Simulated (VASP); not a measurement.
HgTe:

```
CELL_PARAMETERS angstrom
2.99252 -3.46693 0.00000
2.99252 3.46693 0.00000
0.00000 0.00000 5.79816
ATOMIC_POSITIONS crystal
Hg 0.34305 0.65695 0.75000
Hg 0.65695 0.34305 0.25000
Te 0.78481 0.21519 0.75000
Te 0.21519 0.78481 0.25000
```

Base run:

| Quantity | Value |
| --- | --- |
| Program | VASP 6.6.1 |
| Functional | PBEsol |
| Potentials or basis | VASP PAW PBE potentials, release 64 (Hg, Te) |
| Cutoff | 500 eV |
| k mesh | 4 × 4 × 4 |
| Occupations | fermi-dirac, width 0.1 eV |
| Spin | no spin polarisation |

Its results: band gap on the k mesh zero (bands 18 and 19 overlap by 2.07 eV); pressure -3.1 GPa; largest force 0.137 eV/Å.

Problem. The run is repeated on the same cell with these changes: functional from PBEsol to LDA; potentials or basis from VASP PAW PBE potentials, release 64 (Hg, Te) to VASP PAW LDA potentials, release 64 (Hg, Te). What comes out?

Solution. Band gap on the k mesh zero (bands 18 and 19 overlap by 2.06 eV); pressure -4.6 GPa; largest force 0.209 eV/Å.

Caveats: the cell stands under tension; spin-orbit coupling is left out, which moves the levels of the heavy elements; the PAW data sets were made with another functional, which shifts forces and pressure a little (at least some runs).
